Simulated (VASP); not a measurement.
Here is a VASP 6.6.1 calculation.

The input POSCAR:

```
Eu2Si3Au
1.0
    4.2249000000      0.0000000000      0.0000000000
   -2.1124500000      3.6588700000      0.0000000000
    0.0000000000      0.0000000000      8.8740300000
Eu Si Au
2 3 1
Direct
    0.6666666667      0.3333333333      0.2478700000
    0.6666666667      0.3333333333      0.7521300000
    0.0000000000      0.0000000000      0.5000000000
    0.3333333333      0.6666666667      0.0000000000
    0.3333333333      0.6666666667      0.5000000000
    0.0000000000      0.0000000000      0.0000000000
```

File INCAR.step1:

```
SYSTEM = Eu2Si3Au
PREC = Accurate ; ENCUT = 520
ISMEAR = 0 ; SIGMA = 0.01
LREAL = .FALSE. ; LASPH = .TRUE.
NELM = 150 ; ISPIN = 2
MAGMOM = 7 7 0 0 0 0 ; LMAXMIX = 6
NBANDS = 42 ; GGA = PE
ALGO = Normal ; EDIFF = 1E-4
LWAVE = .TRUE. ; LCHARG = .FALSE.
```

Contents of INCAR.step2:

```
SYSTEM = Eu2Si3Au
PREC = Accurate ; ENCUT = 520
EDIFF = 1E-6 ; ISMEAR = 0
SIGMA = 0.01 ; LREAL = .FALSE.
LASPH = .TRUE. ; NELM = 150
ALGO = Normal ; ISIF = 2
LWAVE = .FALSE. ; LCHARG = .FALSE.
ISPIN = 2 ; MAGMOM = 7 7 0 0 0 0
LORBIT = 11 ; LMAXMIX = 6
METAGGA = R2SCAN ; LMIXTAU = .TRUE.
IVDW = 12 ; VDW_S6 = 1.0
VDW_S8 = 0.78981345 ; VDW_A1 = 0.49484001
VDW_A2 = 5.73083694 ; NBANDS = 42
ISTART = 1
```

KPOINTS

```
regular mesh
0
G
  6 6 3
  0 0 0
```

Potentials or basis: VASP PAW PBE potentials, release 64 (Eu, Si, Au).

The run is started by

```sh
$ cat potpaw_PBE.64/Eu/POTCAR potpaw_PBE.64/Si/POTCAR potpaw_PBE.64/Au/POTCAR > POTCAR
$ cp INCAR.step1 INCAR
$ mpirun -np 1 vasp_std > vasp.out
$ cp INCAR.step2 INCAR
$ mpirun -np 1 vasp_std > vasp.out
```

(1) Predict the net moment.

(2) Predict the pressure.

(3) Estimate the dispersion energy per atom.

Answers

(1) 13.50 μB per cell.

(2) -3.9 GPa.

(3) -0.181 eV.

Caveat: the cell stands under tension; the PAW data sets were made with another functional, which shifts forces and pressure a little.
